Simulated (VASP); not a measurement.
# Zn4HO4 (a cell with a defect) in VASP: further runs

Zn4HO4 (a cell with a defect) is run at these levels: PBE; tasks: single point.

Program: VASP 6.6.1. These are calculated values, not measurements. Logs are shortened: lines on timing, memory, paths and dates and some standing lists are left out, and cuts for length are marked.

### 1 The cell of the first run

The cell holds a defect, 9 atoms: a = 5.610 Å, b = 5.610 Å, c = 3.279 Å, α = 90.00°, β = 90.00°, γ = 90.00°.

### 2 Single point, PBE

File INCAR:

```
SYSTEM = Zn4HO4
PREC = Accurate
ENCUT = 520
EDIFF = 1E-7
ISMEAR = 0
SIGMA = 0.05
LREAL = .FALSE.
LASPH = .TRUE.
NELM = 60
ALGO = Normal
ISIF = 2
LWAVE = .FALSE.
LCHARG = .FALSE.
GGA = PE
NBANDS = 46
```

File KPOINTS:

```
regular mesh
0
G
  4 4 8
  0 0 0
```

File POSCAR:

```
Zn4HO4
1.0
    5.6098780345      0.0000000000      0.0000000000
    0.0000000000      5.6098780345      0.0000000000
    0.0000000000      0.0000000000      3.2790255992
Zn O H
4 4 1
Direct
    0.1816262562      0.1816262562      0.5000000000
    0.8183737438      0.8183737438      0.5000000000
    0.6816262562      0.3183737438      0.0000000000
    0.3183737438      0.6816262562      0.0000000000
    0.8184651117      0.1815348883      0.5000000000
    0.1815348883      0.8184651117      0.5000000000
    0.6815348883      0.6815348883      0.0000000000
    0.3184651117      0.3184651117      0.0000000000
    0.9999176225      0.8183737438      0.5000000000
```

Potentials or basis: VASP PAW PBE potentials, release 64 (Zn, O, H).

Command:

```sh
$ cat potpaw_PBE.64/Zn/POTCAR potpaw_PBE.64/O/POTCAR potpaw_PBE.64/H/POTCAR > POTCAR
$ mpirun -np 1 vasp_std > vasp.out
```

OUTCAR:

```text
SYSTEM = Zn4HO4
   PREC = Accurate
   ENCUT = 520
   EDIFF = 1E-7
   ISMEAR = 0
   LREAL = .FALSE.
   LASPH = .TRUE.
   NELM = 60
   ISIF = 2
   GGA = PE

 ion  position               nearest neighbor table
   1  0.182  0.182  0.500-   8 1.97   8 1.97   5 2.04   6 2.04   2 2.88
   2  0.818  0.818  0.500-   9 1.02   7 1.97   7 1.97   6 2.04   5 2.04   1 2.88
   3  0.682  0.318  0.000-   5 1.97   5 1.97   8 2.04   7 2.04   4 2.88
   4  0.318  0.682  0.000-   6 1.97   6 1.97   8 2.04   7 2.04   3 2.88
   5  0.818  0.182  0.500-   3 1.97   3 1.97   1 2.04   2 2.04
   6  0.182  0.818  0.500-   9 1.02   4 1.97   4 1.97   2 2.04   1 2.04
   7  0.682  0.682  0.000-   2 1.97   2 1.97   4 2.04   3 2.04
   8  0.318  0.318  0.000-   1 1.97   1 1.97   4 2.04   3 2.04
   9  1.000  0.818  0.500-   2 1.02   6 1.02

  LATTYP: Found a simple tetragonal cell.
 ALAT       =     5.6098780345
 C/A-ratio  =     0.5845092494

  Lattice vectors:

 A1 = (   5.6098780345,   0.0000000000,   0.0000000000)
 A2 = (   0.0000000000,   5.6098780345,   0.0000000000)
 A3 = (   0.0000000000,   0.0000000000,   3.2790255992)

Analysis of symmetry for initial positions (statically):
=====================================================================
 Subroutine PRICEL returns:
 Original cell was already a primitive cell.

 Routine SETGRP: Setting up the symmetry group for a
 simple tetragonal supercell.

 Subroutine GETGRP returns: Found  2 space group operations
 (whereof  2 operations were pure point group operations)
 out of a pool of 16 trial point group operations.

The static configuration has the point symmetry C_1h.

Analysis of symmetry for dynamics (positions and initial velocities):
=====================================================================
 Subroutine PRICEL returns:
 Original cell was already a primitive cell.

 Routine SETGRP: Setting up the symmetry group for a
 simple tetragonal supercell.

 Subroutine GETGRP returns: Found  2 space group operations
 (whereof  2 operations were pure point group operations)
 out of a pool of 16 trial point group operations.

The dynamic configuration has the point symmetry C_1h.

 Subroutine INISYM returns: Found  2 space group operations
 (whereof  2 operations are pure point group operations),
 and found     1 'primitive' translations

----------------------------------------------------------------------------------------

                                     Primitive cell

  volume of cell :     103.1933

  direct lattice vectors                    reciprocal lattice vectors
     5.609878035  0.000000000  0.000000000     0.178256995  0.000000000  0.000000000
     0.000000000  5.609878035  0.000000000     0.000000000  0.178256995  0.000000000
     0.000000000  0.000000000  3.279025599     0.000000000  0.000000000  0.304968647

  length of vectors
     5.609878035  5.609878035  3.279025599     0.178256995  0.178256995  0.304968647

  position of ions in fractional coordinates (direct lattice)
     0.181626256  0.181626256  0.500000000
     0.818373744  0.818373744  0.500000000
     0.681626256  0.318373744  0.000000000
     0.318373744  0.681626256  0.000000000
     0.818465112  0.181534888  0.500000000
     0.181534888  0.818465112  0.500000000
     0.681534888  0.681534888  0.000000000
     0.318465112  0.318465112  0.000000000
     0.999917622  0.818373744  0.500000000

  ion indices of the primitive-cell ions
   primitive index   ion index
                 1           1
                 2           2
                 3           3
                 4           4
                 5           5
                 6           6
                 7           7
                 8           8
                 9           9

----------------------------------------------------------------------------------------

 KPOINTS: regular mesh

Automatic generation of k-mesh.
 Grid dimensions read from file:
 generate k-points for:    4    4    8

 Generating k-lattice:

  Cartesian coordinates                     Fractional coordinates (reciprocal lattice)
     0.044564249  0.000000000  0.000000000     0.250000000  0.000000000  0.000000000
     0.000000000  0.044564249  0.000000000     0.000000000  0.250000000  0.000000000
     0.000000000  0.000000000  0.038121081     0.000000000  0.000000000  0.125000000

  Length of vectors
     0.044564249  0.044564249  0.038121081

  Shift w.r.t. Gamma in fractional coordinates (k-lattice)
     0.000000000  0.000000000  0.000000000

 Subroutine IBZKPT returns following result:
 ===========================================

 Found     50 irreducible k-points:

 Following reciprocal coordinates:
            Coordinates               Weight
  0.000000  0.000000  0.000000      1.000000
  0.250000  0.000000  0.000000      2.000000
  0.000000  0.250000  0.000000      2.000000
  0.500000  0.000000  0.000000      1.000000
  0.000000  0.500000  0.000000      1.000000
  0.250000  0.250000  0.000000      2.000000
[... 16 lines left out ...]
  0.000000  0.250000  0.250000      4.000000
  0.500000  0.000000  0.250000      2.000000
 [... further k-points ...]
   k-points           NKPTS =     50   k-points in BZ     NKDIM =     50   number of bands    NBANDS=     46
   number of dos      NEDOS =    301   number of ions     NIONS =      9
   total plane-waves  NPLWV =  42336
   dimension x,y,z NGX =    42 NGY =   42 NGZ =   24
   dimension x,y,z NGXF=    84 NGYF=   84 NGZF=   48
   ions per type =               4   4   1
   NGX,Y,Z   is equivalent  to a cutoff of  12.45, 12.45, 12.17 a.u.
   NGXF,Y,Z  is equivalent  to a cutoff of  24.89, 24.89, 24.34 a.u.
 SYSTEM =  Zn4HO4
   PREC   = accura    normal or accurate (medium, high low for compatibility)
   ISTART =      0    job   : 0-new  1-cont  2-samecut
   ICHARG =      2    charge: 1-file 2-atom 10-const
   ISPIN  =      1    spin polarized calculation?
   LNONCOLLINEAR =      F non collinear calculations
   LSORBIT =      F    spin-orbit coupling
   LASPH  =      T    aspherical Exc in radial PAW
   ENCUT  =  520.0 eV  38.22 Ry    6.18 a.u.  10.43 10.43  6.10*2*pi/ulx,y,z
   NELM   =     60;   NELMIN=  2; NELMDL= -5     # of ELM steps
   EDIFF  = 0.1E-06   stopping-criterion for ELM
   LREAL  =      F    real-space projection
   EDIFFG = 0.1E-05   stopping-criterion for IOM
   NSW    =      0    number of steps for IOM
   IBRION =     -1    ionic relax: 0-MD 1-quasi-New 2-CG
   NFREE  =      0    steps in history (QN), initial steepest desc. (CG)
   ISIF   =      2    stress and relaxation
   ISYM   =      2    0-nonsym 1-usesym 2-fastsym
   POTIM  = 0.5000    time-step for ionic-motion
   TEBEG  =    0.0;   TEEND  =   0.0 temperature during run
   PSTRESS=    0.0 pullay stress
   NELECT =      73.0000    total number of electrons
   NUPDOWN=      -1.0000    fix difference up-down
   EMIN   =  10.00;   EMAX   =-10.00  energy-range for DOS
   EFERMI =   0.00;   METHOD = LEGACY
   ISMEAR =     0;   SIGMA  =   0.05  broadening in eV -4-tet -1-fermi 0-gaus
   EFERMI_NEDOS =   21; number of points for ismear=-14 and -15
   IALGO  =     38    algorithm
   IMIX   =      4    mixing-type and parameters
     AMIX     =   0.40;   BMIX     =  1.00
     AMIX_MAG =   1.60;   BMIX_MAG =  1.00
  volume/ion in A,a.u.               =      11.47        77.38
  Fermi-wavevector in a.u.,A,eV,Ry     =   1.458697  2.756539 28.950454  2.127798
  Thomas-Fermi vector in A             =   2.575352
   LORBIT       =      0    0 simple, 1 ext, 2 COOP (PROOUT), +10 PAW based schemes
   GGA     = PE    functional components
   LHFCALC =     F    Hartree Fock is set to
   AEXX    =    0.0000 exact exchange contribution
   IVDW    =     0    specifies the selected vdW correction
   LEPSILON=     F    determine dielectric tensor
   LRPA    =     F    only Hartree local field effects (RPA)
 non-spin polarized calculation
 Gauss-broadening in eV      SIGMA  =   0.05
  energy-cutoff  :      520.00
  volume of cell :      103.19
 maximum number of plane-waves:      2804
 NGX is ok and might be reduce to    42
   NGX = 21   NGY = 21   NGZ = 13

 number of electron      72.9999975 magnetization

 Free energy of the ion-electron system (eV)
  ---------------------------------------------------
  ext. energy  EPLUGINS =         0.00000000
  ---------------------------------------------------
  free energy    TOTEN  =       -30.98072300 eV

  energy without entropy =      -30.97994899  energy(sigma->0) =      -30.98033599

 E-fermi :   3.9861     XC(G=0): -10.5876

 val. band max:        3.9596498054   @ k =   0.5000   0.2500   0.1250
 cond. band min:       4.0867172667   @ k =   0.5000   0.2500   0.0000
 fundamental gap:      0.1270674612
 Fermi energy:         3.9860672222

 k-point     1 :       0.0000    0.0000    0.0000
  band No.  band energies     occupation
      1     -20.0939      2.00000
      2     -16.5740      2.00000
      3     -16.1217      2.00000
      4     -15.9503      2.00000
      5      -9.8308      2.00000
      6      -6.3346      2.00000
[... 38 lines left out ...]
     45      10.7346      0.00000
     46      11.7478      0.00000

 k-point     2 :       0.2500    0.0000    0.0000
  band No.  band energies     occupation
      1     -20.0877      2.00000
      2     -16.5617      2.00000
      3     -16.1240      2.00000
      4     -15.9716      2.00000
      5      -9.8745      2.00000
      6      -6.3354      2.00000
[... 38 lines left out ...]
     45      11.1018      0.00000
     46      11.6396      0.00000

 k-point     3 :       0.0000    0.2500    0.0000
  band No.  band energies     occupation
      1     -20.0908      2.00000
      2     -16.5309      2.00000
      3     -16.1926      2.00000
      4     -15.9280      2.00000
      5      -9.8350      2.00000
      6      -6.3428      2.00000
[... 38 lines left out ...]
     45      10.8978      0.00000
     46      11.8659      0.00000

 k-point     4 :       0.5000    0.0000    0.0000
  band No.  band energies     occupation
      1     -20.0812      2.00000
      2     -16.5494      2.00000
      3     -16.1226      2.00000
      4     -15.9962      2.00000
      5      -9.9164      2.00000
      6      -6.3436      2.00000
[... 920 lines left out ...]
     45      10.0260      0.00000
     46      10.7817      0.00000

 k-point    23 :       0.0000    0.2500    0.2500
  band No.  band energies     occupation
      1     -20.0124      2.00000
      2     -16.3877      2.00000
      3     -16.0830      2.00000
      4     -15.8706      2.00000
      5      -9.7474      2.00000
      6      -6.4536      2.00000
[... 38 lines left out ...]
     45      10.1793      0.00000
     46      10.5330      0.00000

 k-point    24 :       0.5000    0.0000    0.2500
  band No.  band energies     occupation
      1     -20.0056      2.00000
      2     -16.3965      2.00000
      3     -16.0342      2.00000
      4     -15.9165      2.00000
      5      -9.8380      2.00000
      6      -6.4286      2.00000
[... 38 lines left out ...]
     45      10.2093      0.00000
     46      10.2896      0.00000

 [... further k-points ...]

------------------------ aborting loop because EDIFF is reached ----------------------------------------

  FORCE on cell =-STRESS in cart. coord.  units (eV):
  Direction    XX          YY          ZZ          XY          YZ          ZX
  --------------------------------------------------------------------------------------
  -------------------------------------------------------------------------------------
  Total       36.1025274      4.7883603      5.5788211      0.1537878      0.0000000      0.0000000
  in kB      560.5270071     74.3439709     86.6166474      2.3877060      0.0000000      0.0000000
  external PRESSURE =     240.4958751 kB  Pullay stress =       0.0000000 kB

 VOLUME and BASIS-vectors are now :
 -----------------------------------------------------------------------------
  energy-cutoff  :      520.00
  volume of cell :      103.19
      direct lattice vectors                 reciprocal lattice vectors
     5.609878035  0.000000000  0.000000000     0.178256995  0.000000000  0.000000000
     0.000000000  5.609878035  0.000000000     0.000000000  0.178256995  0.000000000
     0.000000000  0.000000000  3.279025599     0.000000000  0.000000000  0.304968647

 POSITION                                       TOTAL-FORCE (eV/Angst)
 -----------------------------------------------------------------------------------
      1.01890      1.01890      1.63951         0.136155      1.281130      0.000000
      4.59098      4.59098      1.63951       -28.130213      0.122552      0.000000
      3.82384      1.78604      0.00000         0.003167     -0.083522      0.000000
      1.78604      3.82384      0.00000         0.814948     -0.942916      0.000000
      4.59149      1.01839      1.63951         0.186060     -0.290233      0.000000
      1.01839      4.59149      1.63951         3.557177      0.120292      0.000000
      3.82333      3.82333      0.00000        -0.268313      0.136843      0.000000
      1.78655      1.78655      0.00000        -0.069178      0.018777      0.000000
      5.60942      4.59098      1.63951        23.770196     -0.362923      0.000000
 -----------------------------------------------------------------------------------
    total drift:                                0.002160     -0.000276      0.000001

  FREE ENERGIE OF THE ION-ELECTRON SYSTEM (eV)
  ---------------------------------------------------
  free  energy   TOTEN  =       -30.9807229973 eV

  energy  without entropy=      -30.9799489895  energy(sigma->0) =      -30.98033599
```

Run time: 2.1 min. Hardware: 1 thread of Intel Xeon 6975P-C (Granite Rapids), shared host; peak memory 0.31 GiB.

Results:

* Free energy: -30.9807 eV
* Pressure: 24.0 GPa
* Largest force: 28.130 eV/Å
* Band gap on the k mesh: zero (an odd number of electrons rules out a gap without spin polarisation)

Forces on the atoms (eV/Å):
```
Zn    0.136   1.281   0.000
Zn  -28.130   0.123   0.000
Zn    0.003  -0.084   0.000
Zn    0.815  -0.943   0.000
O     0.186  -0.290   0.000
O     3.557   0.120   0.000
O    -0.268   0.137   0.000
O    -0.069   0.019   0.000
H    23.770  -0.363   0.000
```

Levels at points of the mesh, in eV from the Fermi level:
```csv
k point,band 33,band 34,band 35,band 36,band 37,band 38,band 39,band 40
"(0.00, 0.00, 0.00)",-3.94,-3.53,-3.19,-3.08,-2.82,1.32,1.80,3.42
"(0.50, 0.00, 0.00)",-4.07,-3.62,-3.59,-3.44,-0.54,-0.24,2.11,2.66
"(0.00, 0.50, 0.00)",-4.37,-4.13,-3.35,-3.21,-0.77,-0.05,2.41,2.68
"(0.50, 0.50, 0.00)",-4.21,-3.86,-3.75,-3.72,0.10,0.81,1.21,1.41
"(0.00, 0.00, 0.50)",-4.89,-4.66,-4.43,-4.33,1.37,2.25,3.72,4.14
"(0.50, 0.00, 0.50)",-4.84,-4.55,-4.21,-3.99,0.85,2.39,3.16,3.26
"(0.00, 0.50, 0.50)",-4.84,-4.43,-4.35,-4.07,1.45,2.42,3.10,3.35
"(0.50, 0.50, 0.50)",-4.42,-4.36,-4.28,-4.13,0.74,2.09,2.38,2.48
```

Caveat: atoms lie so close that the PAW spheres overlap strongly, which falsifies energies and pressures; an odd number of electrons without spin polarisation forces a metal; a magnetic or distorted state may lie lower.

### 3 Single point, PBE

File INCAR:

```
  PREC = Accurate
  ENCUT = 520
  EDIFF = 1E-6
  ISMEAR = 0
  SIGMA = 0.05
  LREAL = F
  LASPH = T
  NELM = 100
  ALGO = Normal
  ISIF = 2
  LWAVE = F
  LCHARG = F
  GGA = PE
  NBANDS = 46
```

File KPOINTS:

```
Automatic mesh
0
Gamma
  4 4 8
```

Changes to POSCAR since step 2:

```diff
@@ -16,2 +16,2 @@
     0.3184651117      0.3184651117      0.0000000000
-    0.9999176225      0.8183737438      0.5000000000
+    0.9999176225      0.3183737438      0.0000000000
```

Potentials or basis: VASP PAW PBE potentials, release 64 (Zn, O, H).

Command:

```sh
$ cat potpaw_PBE.64/Zn/POTCAR potpaw_PBE.64/O/POTCAR potpaw_PBE.64/H/POTCAR > POTCAR
$ mpirun -np 1 vasp_std > vasp.out
```

It took 1.8 min on 1 thread of Intel Xeon 6975P-C (Granite Rapids), shared host; peak memory 0.31 GiB.

The run converged. Its results:

- Free energy: -36.3292 eV
- Pressure: 5.1 GPa
- Largest force: 0.855 eV/Å
- Band gap on the k mesh: zero (an odd number of electrons rules out a gap without spin polarisation)

Forces in eV/Å, atoms in the order of the input:
```
Zn  -0.115 -0.314  0.000
Zn  -0.011 -0.101  0.000
Zn   0.221  0.355  0.000
Zn   0.019  0.285  0.000
O   -0.583 -0.556  0.000
O    0.064  0.080  0.000
O   -0.302  0.086  0.000
O    0.855 -0.005  0.000
H   -0.148  0.170  0.000
```

Stress tensor (GPa, compression positive):
```
4.23 0.05 0.00
0.05 3.56 0.00
0.00 0.00 7.40
```

Levels at points of the mesh, in eV from the Fermi level:
| k point | band 34 | band 35 | band 36 | band 37 | band 38 | band 39 | band 40 | band 41 |
| --- | --- | --- | --- | --- | --- | --- | --- | --- |
| (0.00, 0.00, 0.00) | -1.95 | -1.81 | -1.66 | -1.60 | 1.46 | 3.45 | 4.43 | 5.30 |
| (0.50, 0.00, 0.00) | -2.15 | -2.03 | -1.98 | -0.52 | 1.47 | 2.81 | 4.24 | 5.25 |
| (0.00, 0.50, 0.00) | -2.23 | -1.96 | -1.84 | -0.48 | 1.53 | 3.09 | 4.39 | 5.60 |
| (0.50, 0.50, 0.00) | -2.36 | -2.36 | -2.33 | -0.48 | 2.47 | 2.68 | 2.98 | 5.57 |
| (0.00, 0.00, 0.50) | -3.26 | -2.88 | -2.86 | 0.95 | 3.99 | 4.76 | 5.99 | 6.17 |
| (0.50, 0.00, 0.50) | -3.11 | -2.64 | -2.57 | -0.02 | 4.00 | 4.17 | 5.09 | 5.76 |
| (0.00, 0.50, 0.50) | -3.05 | -2.64 | -2.59 | 0.78 | 4.15 | 4.95 | 5.05 | 5.43 |
| (0.50, 0.50, 0.50) | -2.91 | -2.78 | -2.77 | -0.12 | 3.74 | 4.03 | 4.19 | 5.22 |

Caveat: an odd number of electrons without spin polarisation forces a metal; a magnetic or distorted state may lie lower.

The gap in the log of VASP goes by the Fermi energy; the results here count the filled bands.